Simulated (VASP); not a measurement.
The system is TbHgB4.

```
Tb B Hg
1.0
    -2.84901    2.84901    2.53191
     2.84901   -2.84901    2.53191
     2.84901    2.84901   -2.53191
Tb B Hg
1 4 1
Direct
  0.00000 0.00000 0.00000
  0.50000 0.87135 0.37135
  0.50000 0.12865 0.62865
  0.87135 0.50000 0.37135
  0.12865 0.50000 0.62865
  0.50000 0.50000 0.00000
```

The cell was generated, and may not be a known phase.

| Quantity | Value |
| --- | --- |
| Program | VASP 6.6.1 |
| Task | relaxation of cell and atoms |
| Functional | PBE |
| Potentials or basis | VASP PAW PBE potentials, release 64 (Tb_3, B, Hg), 4f in core |
| Cutoff | 500 eV |
| k mesh | 4 × 4 × 4 |
| Occupations | gaussian, width 0.2 eV |
| Spin | no spin polarisation |

At the start: pressure 18.7 GPa; volume 13.70 Å³/atom.

Task: How do energy, volume and symmetry change on relaxing?

Result: Over 9 steps the energy falls by 276.8 meV/atom and the volume is 16.56 Å³/atom (+20.9 %); space group I4/mmm (No. 139, to 0.1 Å) before and after.

Step by step:
```
step  energy change (eV)  largest force (eV/Å)  pressure (GPa)  volume (Å³)
   1              0.0000                1.2926           18.66        82.20
   2             -1.1043                2.8975           -6.75       102.18
   3             -1.2578                1.9970           -2.02        95.99
   4             -1.3261                4.0125            3.54        99.39
   5             -1.6207                0.5838           -0.04        97.94
   6             -1.6207                0.6515            0.03        97.98
   7             -1.6557                0.2818            0.88        98.61
   8             -1.6583                0.0852            0.65        98.48
   9             -1.6608                0.0087            0.10        99.35
```

Final structure:
```
Tb B Hg
1.0
    -2.85629    2.85629    3.04447
     2.85629   -2.85629    3.04447
     2.85629    2.85629   -3.04447
Tb B Hg
1 4 1
Direct
  0.00000 0.00000 0.00000
  0.50000 0.86862 0.36862
  0.50000 0.13138 0.63138
  0.86862 0.50000 0.36862
  0.13138 0.50000 0.63138
  0.50000 0.50000 0.00000
```

Caveat: the k points lie up to 0.38 Å⁻¹ apart in the final cell, too coarse for converged energies and pressures of a metal; the volume moved by over 15 % at a fixed basis, so the end points are rough.
